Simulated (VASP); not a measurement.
Pt, 2 atoms in the cell. The structure is hexagonal, space group P6_3/mmc (No. 194). Conventional cell: a = 2.779 Å, b = 2.779 Å, c = 4.824 Å, α = 90.00°, β = 90.00°, γ = 120.00°. Pt (site symmetry -6m2) has 12 Pt at 2.78 to 2.90 Å within 3.7 Å. 

```yaml
Program: VASP 6.6.1
Task: single point
Functional: PBEsol
Potentials_or_basis: VASP PAW PBE potentials, release 64 (Pt)
Cutoff: 520 eV
k_mesh: 12 × 12 × 6
Occupations: fermi-dirac, width 0.1 eV
Spin: no spin polarisation
Dipole_correction: no
Further_INCAR_settings: ALGO = Normal; EDIFF = 1e-06; NBANDS = 17
```

Potentials or basis: VASP PAW PBE potentials, release 64 (Pt).

Command:

```bash
$ cat potpaw_PBE.64/Pt/POTCAR > POTCAR
$ mpirun -np 1 vasp_std > vasp.out
```

Hardware: 1 thread of Intel(R) Xeon(R) 6975P-C (Granite Rapids), with other jobs on the host.

Problem. Estimate the wall time of this run.

Solution. It took 12 s on 1 thread of Intel(R) Xeon(R) 6975P-C (Granite Rapids), on a shared host, peak memory 0.17 GiB. Counts: scf iterations 12, k points 76.
